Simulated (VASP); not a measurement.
Here is a VASP 6.6.1 calculation.

Contents of POSCAR:

```
C
1.0
    0.0000000000      1.7834000000      1.7834000000
    1.7834000000      0.0000000000      1.7834000000
    1.7834000000      1.7834000000      0.0000000000
C
2
Direct
    0.5000000000      0.5000000000      0.5000000000
    0.7500000000      0.7500000000      0.7500000000
```

INCAR.step1

```
PREC = Accurate ; ENCUT = 910
ISMEAR = -1 ; SIGMA = 0.03
LREAL = F ; LASPH = T
NELM = 120 ; NBANDS = 11
GGA = PE ; ALGO = Normal
EDIFF = 1E-5 ; LWAVE = T
LCHARG = F ; GGA_COMPAT = F
```

Contents of INCAR.step2:

```
PREC = Accurate ; ENCUT = 910
EDIFF = 1E-8 ; ISMEAR = -1
SIGMA = 0.03 ; LREAL = F
LASPH = T ; NELM = 120
ALGO = Normal ; ISIF = 2
LWAVE = F ; LCHARG = F
METAGGA = R2SCAN ; LMIXTAU = T
LEFG = T ; NBANDS = 11
ISTART = 1 ; GGA_COMPAT = F
```

The input KPOINTS:

```
Automatic mesh
0
Gamma
  16 16 16
```

Potentials or basis: VASP PAW PBE potentials, release 64 (C_h).

Command:

```console
$ cat potpaw_PBE.64/C_h/POTCAR > POTCAR
$ cp INCAR.step1 INCAR
$ mpirun -np 1 vasp_std > vasp.out
$ cp INCAR.step2 INCAR
$ mpirun -np 1 vasp_std > vasp.out
```

(1) Estimate the band gap on the k mesh.

(2) Estimate the pressure.

Results:

(1) 4.36 eV, indirect (least direct gap 5.88 eV).

(2) -3.3 GPa.

Caveat: the cutoff is under 1.25 times the usual one of these potentials, so pressure, stress and relaxed cells hold a basis-set (Pulay) error; without QUAD_EFG the Cq values of the log hold for a quadrupole moment of 1 mb, not for the nuclei; the PAW data sets were made with another functional, which shifts forces and pressure a little.
